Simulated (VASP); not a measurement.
# MoS2 in VASP: settings compared

The runs below take MoS2 through single point, with PBE, LDA, PBEsol.

Program: VASP 6.6.1. These are calculated values, not measurements. Logs are shortened: lines on timing, memory, paths and dates and some standing lists are left out, and cuts for length are marked.

## Step 1: The cell of the first run

The cell holds a slab with vacuum, 6 atoms: a = 3.184 Å, b = 3.184 Å, c = 35.437 Å, α = 90.00°, β = 90.00°, γ = 120.00°.

## Step 2: Single point, PBE

File INCAR:

```
  ALGO = Normal
  EDIFF = 1E-7
  ENCUT = 520
  GGA = PE
  ISIF = 2
  ISMEAR = -1
  LASPH = T
  LCHARG = T
  LELF = T
  LREAL = F
  LVHAR = T
  LWAVE = F
  NBANDS = 35
  NELM = 60
  PREC = Accurate
  SIGMA = 0.05
```

File KPOINTS:

```
k-points
0
Gamma
  10 10 1
```

File POSCAR:

```
MoS2
1.0
    3.1841260822      0.0000000000      0.0000000000
   -1.5920630411      2.7575340760      0.0000000000
    0.0000000000      0.0000000000     35.4372499633
S Mo
4 2
Direct
    0.3333333300      0.6666666600      0.2116417049
    0.3333333300      0.6666666600      0.2991950567
    0.3333333300      0.6666666600      0.7008049433
    0.3333333300      0.6666666600      0.7883582951
    0.0000000000      0.0000000000      0.2554183808
    0.0000000000      0.0000000000      0.7445816192
```

Potentials or basis: VASP PAW PBE potentials, release 64 (S, Mo_sv).

On the command line:

```console
cat potpaw_PBE.64/S/POTCAR potpaw_PBE.64/Mo_sv/POTCAR > POTCAR
mpirun -np 1 vasp_std > vasp.out
```

OUTCAR:

```text
EDIFF = 1E-7
   ENCUT = 520
   GGA = PE
   ISIF = 2
   ISMEAR = -1
   LASPH = T
   LREAL = F
   NELM = 60
   PREC = Accurate

 ion  position               nearest neighbor table
   1  0.333  0.667  0.212-   5 2.41   5 2.41   5 2.41
   2  0.333  0.667  0.299-   5 2.41   5 2.41   5 2.41
   3  0.333  0.667  0.701-   6 2.41   6 2.41   6 2.41
   4  0.333  0.667  0.788-   6 2.41   6 2.41   6 2.41
   5  0.000  0.000  0.255-   1 2.41   2 2.41   1 2.41   2 2.41   1 2.41   2 2.41
   6  0.000  0.000  0.745-   3 2.41   4 2.41   3 2.41   4 2.41   3 2.41   4 2.41

  LATTYP: Found a hexagonal cell.
 ALAT       =     3.1841260822
 C/A-ratio  =    11.1293488538

  Lattice vectors:

 A1 = (   3.1841260822,   0.0000000000,   0.0000000000)
 A2 = (  -1.5920630411,   2.7575340760,   0.0000000000)
 A3 = (   0.0000000000,   0.0000000000,  35.4372499633)

Analysis of symmetry for initial positions (statically):
=====================================================================
 Subroutine PRICEL returns:
 Original cell was already a primitive cell.

 Routine SETGRP: Setting up the symmetry group for a
 hexagonal supercell.

 Subroutine GETGRP returns: Found 12 space group operations
 (whereof 12 operations were pure point group operations)
 out of a pool of 24 trial point group operations.

The static configuration has the point symmetry D_3h.

Analysis of symmetry for dynamics (positions and initial velocities):
=====================================================================
 Subroutine PRICEL returns:
 Original cell was already a primitive cell.

 Routine SETGRP: Setting up the symmetry group for a
 hexagonal supercell.

 Subroutine GETGRP returns: Found 12 space group operations
 (whereof 12 operations were pure point group operations)
 out of a pool of 24 trial point group operations.

The dynamic configuration has the point symmetry D_3h.

 Subroutine INISYM returns: Found 12 space group operations
 (whereof 12 operations are pure point group operations),
 and found     1 'primitive' translations

----------------------------------------------------------------------------------------

                                     Primitive cell

  volume of cell :     311.1510

  direct lattice vectors                    reciprocal lattice vectors
     3.184126082  0.000000000  0.000000000     0.314057915  0.181321422  0.000000000
[... 84 lines left out ...]
   LREAL  =      F    real-space projection
   EDIFFG = 0.1E-05   stopping-criterion for IOM
   NSW    =      0    number of steps for IOM
   IBRION =     -1    ionic relax: 0-MD 1-quasi-New 2-CG
   NFREE  =      0    steps in history (QN), initial steepest desc. (CG)
   ISIF   =      2    stress and relaxation
   ISYM   =      2    0-nonsym 1-usesym 2-fastsym
   POTIM  = 0.5000    time-step for ionic-motion
   TEBEG  =    0.0;   TEEND  =   0.0 temperature during run
   PSTRESS=    0.0 pullay stress
   NELECT =      52.0000    total number of electrons
   NUPDOWN=      -1.0000    fix difference up-down
   EMIN   =  10.00;   EMAX   =-10.00  energy-range for DOS
   EFERMI =   0.00;   METHOD = LEGACY
   ISMEAR =    -1;   SIGMA  =   0.05  broadening in eV -4-tet -1-fermi 0-gaus
   EFERMI_NEDOS =   21; number of points for ismear=-14 and -15
   IALGO  =     38    algorithm
   IMIX   =      4    mixing-type and parameters
     AMIX     =   0.40;   BMIX     =  1.00
     AMIX_MAG =   1.60;   BMIX_MAG =  1.00
  volume/ion in A,a.u.               =      51.86       349.96
  Fermi-wavevector in a.u.,A,eV,Ry     =   0.901749  1.704058 11.063589  0.813151
  Thomas-Fermi vector in A             =   2.024868
   LORBIT       =      0    0 simple, 1 ext, 2 COOP (PROOUT), +10 PAW based schemes
   GGA     = PE    functional components
   LHFCALC =     F    Hartree Fock is set to
   AEXX    =    0.0000 exact exchange contribution
   IVDW    =     0    specifies the selected vdW correction
   LEPSILON=     F    determine dielectric tensor
   LRPA    =     F    only Hartree local field effects (RPA)
 non-spin polarized calculation
  energy-cutoff  :      520.00
  volume of cell :      311.15
 maximum number of plane-waves:      8428
 NGX is ok and might be reduce to    24
   NGX = 11   NGY = 11   NGZ =131

 number of electron      51.9999997 magnetization

 Free energy of the ion-electron system (eV)
  ---------------------------------------------------
  ext. energy  EPLUGINS =         0.00000000
  ---------------------------------------------------
  free energy    TOTEN  =       -43.70125471 eV

  energy without entropy =      -43.70125470  energy(sigma->0) =      -43.70125470

 E-fermi :  -0.6500     XC(G=0):  -4.3002

 val. band max:       -1.4966418337   @ k =   0.0000   0.0000   0.0000
 cond. band min:       0.2466126287   @ k =   0.3000   0.3000   0.0000
 fundamental gap:      1.7432544624
 Fermi energy:        -0.6499941357

 k-point     1 :       0.0000    0.0000    0.0000
  band No.  band energies     occupation
      1     -62.3962      2.00000
      2     -62.3962      2.00000
      3     -36.5376      2.00000
      4     -36.5376      2.00000
      5     -36.3375      2.00000
      6     -36.3375      2.00000
[... 521 lines left out ...]
     34       3.3054      0.00000
     35       5.6727      0.00000

------------------------ aborting loop because EDIFF is reached ----------------------------------------

  FORCE on cell =-STRESS in cart. coord.  units (eV):
  Direction    XX          YY          ZZ          XY          YZ          ZX
  --------------------------------------------------------------------------------------
  -------------------------------------------------------------------------------------
  Total        0.4166514      0.4166514      1.2259339      0.0000000     -0.0000000      0.0000000
  in kB        2.1454198      2.1454198      6.3125740      0.0000000     -0.0000000      0.0000000
  external PRESSURE =       3.5344712 kB  Pullay stress =       0.0000000 kB

 VOLUME and BASIS-vectors are now :
 -----------------------------------------------------------------------------
  energy-cutoff  :      520.00
  volume of cell :      311.15
      direct lattice vectors                 reciprocal lattice vectors
     3.184126082  0.000000000  0.000000000     0.314057915  0.181321422  0.000000000
    -1.592063041  2.757534076  0.000000000     0.000000000  0.362642844  0.000000000
     0.000000000  0.000000000 35.437249963     0.000000000  0.000000000  0.028218894

 POSITION                                       TOTAL-FORCE (eV/Angst)
 -----------------------------------------------------------------------------------
      0.00000      1.83836      7.50000         0.000000     -0.000000     -0.205193
      0.00000      1.83836     10.60265        -0.000000      0.000000      0.205131
      0.00000      1.83836     24.83460        -0.000000      0.000000     -0.205131
      0.00000      1.83836     27.93725         0.000000     -0.000000      0.205193
      0.00000      0.00000      9.05133        -0.000000     -0.000000      0.000028
      0.00000      0.00000     26.38592        -0.000000     -0.000000     -0.000028
 -----------------------------------------------------------------------------------
    total drift:                               -0.000000      0.000036      0.000000

  FREE ENERGIE OF THE ION-ELECTRON SYSTEM (eV)
  ---------------------------------------------------
  free  energy   TOTEN  =       -43.7012547070 eV

  energy  without entropy=      -43.7012546993  energy(sigma->0) =      -43.70125470
```

OSZICAR:

```text
N       E                     dE             d eps       ncg     rms          rms(c)
DAV:   1     0.436786963080E+03    0.43679E+03   -0.26154E+04  1212   0.121E+03
DAV:   2    -0.114938014637E+02   -0.44828E+03   -0.43668E+03  1299   0.289E+02
DAV:   3    -0.458548862358E+02   -0.34361E+02   -0.33993E+02  1264   0.751E+01
[... 18 lines left out ...]
DAV:  22    -0.437012533715E+02   -0.53412E-05   -0.30165E-07   852   0.910E-04    0.406E-04
DAV:  23    -0.437012541284E+02   -0.75687E-06   -0.29552E-08   799   0.356E-04    0.294E-04
DAV:  24    -0.437012545447E+02   -0.41629E-06   -0.17680E-08   734   0.299E-04    0.712E-05
DAV:  25    -0.437012546919E+02   -0.14727E-06   -0.56162E-09   652   0.141E-04    0.266E-05
DAV:  26    -0.437012547070E+02   -0.15020E-07   -0.93125E-10   583   0.693E-05
   1 F= -.43701255E+02 E0= -.43701255E+02  d E =-.764560E-08
```

stdout:

```text
POSCAR found type information on POSCAR S Mo
 POSCAR found :  2 types and       6 ions
 scaLAPACK will be used
 LDA part: xc-table for (Slater+PW92), standard interpolation
 POSCAR, INCAR and KPOINTS ok, starting setup
 FFT: planning ... GRIDC
 FFT: planning ... GRID_SOFT
 FFT: planning ... GRID
 WAVECAR not read
 entering main loop
```

Wall time 6.2 min (1 thread of Intel Xeon Platinum 8124M at 3.00GHz (Skylake/Cascade Lake), shared host); peak memory 0.46 GiB.

Results:

| Property | Result |
| --- | --- |
| Free energy | -43.7013 eV |
| Largest force | 0.205 eV/Å |
| Band gap on the k mesh | 1.74 eV, indirect (least direct gap 1.93 eV) |

Forces on the atoms (eV/Å):
```
S    0.000  0.000 -0.205
S    0.000  0.000  0.205
S    0.000  0.000 -0.205
S    0.000  0.000  0.205
Mo   0.000  0.000  0.000
Mo   0.000  0.000  0.000
```

## Step 3: Single point, PBE

File INCAR:

```
SYSTEM = MoS2
  PREC = Accurate
  ENCUT = 520
  EDIFF = 1E-6
  ISMEAR = -1
  SIGMA = 0.05
  LREAL = .FALSE.
  LASPH = .TRUE.
  NELM = 80
  ALGO = Normal
  ISIF = 2
  LWAVE = .FALSE.
  LCHARG = .TRUE.
  GGA = PE
  LELF = .TRUE.
  LVHAR = .TRUE.
  NBANDS = 35
```

File KPOINTS:

```
regular mesh
0
G
  10 10 1
  0 0 0
```

POSCAR is that of step 2.

Potentials or basis: VASP PAW PBE potentials, release 64 (S, Mo_sv).

On the command line:

```console
cat potpaw_PBE.64/S/POTCAR potpaw_PBE.64/Mo_sv/POTCAR > POTCAR
mpirun -np 1 vasp_std > vasp.out
```

It took 5.1 min on 1 thread of Intel Xeon Platinum 8124M at 3.00GHz (Skylake/Cascade Lake), shared host; peak memory 0.45 GiB.

Results (log left out):

```yaml
Free_energy: -43.7013 eV
Largest_force: 0.205 eV/Å
Band_gap_on_the_k_mesh: 1.74 eV, indirect (least direct gap 1.93 eV)
```

Forces on the atoms (eV/Å):
```
S    0.000  0.000 -0.205
S    0.000  0.000  0.205
S    0.000  0.000 -0.205
S    0.000  0.000  0.205
Mo   0.000  0.000  0.000
Mo   0.000  0.000  0.000
```

Levels at points of the mesh, in eV from the valence-band top:
```tsv
k point	band 23	band 24	band 25	band 26	band 27	band 28	band 29	band 30
(0.00, 0.00, 0.00)	-1.58	-1.58	0.00	0.00	2.73	2.73	2.73	2.73
(0.50, 0.00, 0.00)	-1.05	-1.05	-0.66	-0.66	2.20	2.20	2.72	2.72
```

## Step 4: Single point, LDA

File INCAR:

```
SYSTEM = MoS2
PREC = Accurate
ENCUT = 520
EDIFF = 1E-6
ISMEAR = -1
SIGMA = 0.05
LREAL = .False.
LASPH = .True.
NELM = 60
ALGO = Normal
ISIF = 2
LWAVE = .False.
LCHARG = .False.
NBANDS = 35
```

File KPOINTS:

```
Automatic mesh
0
Gamma
  10 10 1
  0 0 0
```

POSCAR is that of step 3.

Potentials or basis: VASP PAW LDA potentials, release 64 (S, Mo_sv).

On the command line:

```console
cat potpaw_LDA.64/S/POTCAR potpaw_LDA.64/Mo_sv/POTCAR > POTCAR
mpirun -np 1 vasp_std > vasp.out
```

Run time: 4.7 min. Hardware: 1 thread of Intel Xeon Platinum 8124M at 3.00GHz (Skylake/Cascade Lake), shared host; peak memory 0.37 GiB.

The run converged. Its results:

```yaml
Free_energy: -48.6456 eV
Largest_force: 0.377 eV/Å
Band_gap_on_the_k_mesh: 1.74 eV, indirect (least direct gap 1.93 eV)
```

Forces on the atoms (eV/Å):
```
S    0.000  0.000  0.377
S    0.000  0.000 -0.377
S    0.000  0.000  0.377
S    0.000  0.000 -0.377
Mo   0.000  0.000  0.000
Mo   0.000  0.000  0.000
```

Levels at points of the mesh, in eV from the valence-band top:
```csv
k point,band 24,band 25,band 26,band 27,band 28,band 29
"(0.00, 0.00, 0.00)",-1.57,0.00,0.00,2.74,2.74,2.74
"(0.50, 0.00, 0.00)",-1.01,-0.65,-0.65,2.19,2.19,2.72
```

## Step 5: Single point, PBEsol

File INCAR:

```
SYSTEM = MoS2
ALGO = Normal
EDIFF = 1E-6
ENCUT = 520
GGA = PS
ISIF = 2
ISMEAR = -1
LASPH = .True.
LCHARG = .False.
LREAL = .False.
LWAVE = .False.
NBANDS = 35
NELM = 60
PREC = Accurate
SIGMA = 0.05
```

File KPOINTS:

```
k-points
0
Gamma
  10 10 1
  0 0 0
```

POSCAR is that of step 4.

Potentials or basis: VASP PAW PBE potentials, release 64 (S, Mo_sv).

On the command line:

```console
cat potpaw_PBE.64/S/POTCAR potpaw_PBE.64/Mo_sv/POTCAR > POTCAR
mpirun -np 1 vasp_std > vasp.out
```

Wall time 4.2 min (1 thread of Intel Xeon Platinum 8124M at 3.00GHz (Skylake/Cascade Lake), shared host); peak memory 0.45 GiB.

The run converged. Its results:

```yaml
Free_energy: -46.8142 eV
Largest_force: 0.146 eV/Å
Band_gap_on_the_k_mesh: 1.74 eV, indirect (least direct gap 1.93 eV)
```

Forces in eV/Å, atoms in the order of the input:
```
S    0.000  0.000  0.146
S    0.000  0.000 -0.146
S    0.000  0.000  0.146
S    0.000  0.000 -0.146
Mo   0.000  0.000  0.000
Mo   0.000  0.000  0.000
```

Levels at points of the mesh, in eV from the valence-band top:
| k point | band 23 | band 24 | band 25 | band 26 | band 27 | band 28 | band 29 | band 30 |
| --- | --- | --- | --- | --- | --- | --- | --- | --- |
| (0.00, 0.00, 0.00) | -1.58 | -1.58 | 0.00 | 0.00 | 2.74 | 2.74 | 2.74 | 2.74 |
| (0.50, 0.00, 0.00) | -1.03 | -1.03 | -0.68 | -0.68 | 2.20 | 2.20 | 2.73 | 2.73 |

Caveat: the PAW data sets were made with another functional, which shifts forces and pressure a little.

## Step 6: Overview

```csv
level,potentials or basis,gap on the mesh (eV),largest force (eV/Å)
PBE,"VASP PAW PBE potentials, release 64 (S, Mo_sv)",1.74,0.21
LDA,"VASP PAW LDA potentials, release 64 (S, Mo_sv)",1.74,0.38
PBEsol,"VASP PAW PBE potentials, release 64 (S, Mo_sv)",1.74,0.15
```

Alike in all rows: task single point; no spin polarisation; cell as given; k mesh 10 × 10 × 1; cutoff (eV) 520; smearing fermi-dirac 0.05 eV.

Caveats: the PAW data sets were made with another functional, which shifts forces and pressure a little (some runs).

Absolute energies hang on the potentials; compare differences alone.
